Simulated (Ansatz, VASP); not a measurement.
**Two plane-wave programs on AlCu4**

```xyz
20
Lattice="5.9650 0.0000 0.0000 0.0000 5.9650 0.0000 0.0000 0.0000 5.9650" Properties=species:S:1:pos:R:3 pbc="T T T"
Al    2.6220    5.6045    3.3430
Al    5.6045    3.3430    2.6220
Al    3.3430    2.6220    5.6045
Al    0.3605    0.3605    0.3605
Cu    4.8297    1.8472    1.1353
Cu    1.8472    1.1353    4.8297
Cu    1.1353    4.8297    1.8472
Cu    4.1178    4.1178    4.1178
Cu    0.2785    5.2204    4.1863
Cu    1.7788    3.2610    3.7271
Cu    2.2379    4.7613    5.6865
Cu    3.2610    3.7271    1.7788
Cu    4.7613    5.6865    2.2379
Cu    5.2204    4.1863    0.2785
Cu    5.6865    2.2379    4.7613
Cu    4.1863    0.2785    5.2204
Cu    3.7271    1.7788    3.2610
Cu    2.7040    0.7446    1.2037
Cu    1.2037    2.7040    0.7446
Cu    0.7446    1.2037    2.7040
```

Alike in both runs: functional PBEsol; k mesh 6 × 6 × 6; occupations gaussian, width 0.1 eV; no spin polarisation.

Ansatz relaxed the structure, and its values are those at the end. VASP's run is a single point on that final structure, the one shown.

```csv
,VASP,Ansatz
version,VASP 6.6.1,Ansatz 0.2.0
potentials or method,"VASP PAW PBE potentials, release 64 (Al, Cu), cutoff 520 eV","scalar-relativistic, plane waves, PAW"
valence electrons in the cell,188,316
```

```csv
,VASP,Ansatz,Ansatz less VASP
gap on the k mesh at the Fermi level (eV),none,none,-
pressure (GPa),26.2,25.6,-0.62
```

VASP's potentials were made for PBE, not for PBEsol. A gap of «none» marks a metal or a gap that the smearing closes. VASP's potentials hold 188 valence electrons a cell and Ansatz's 316, so a difference there can come from the potentials and not from the codes. Ansatz's warnings: stress scf threshold loose.
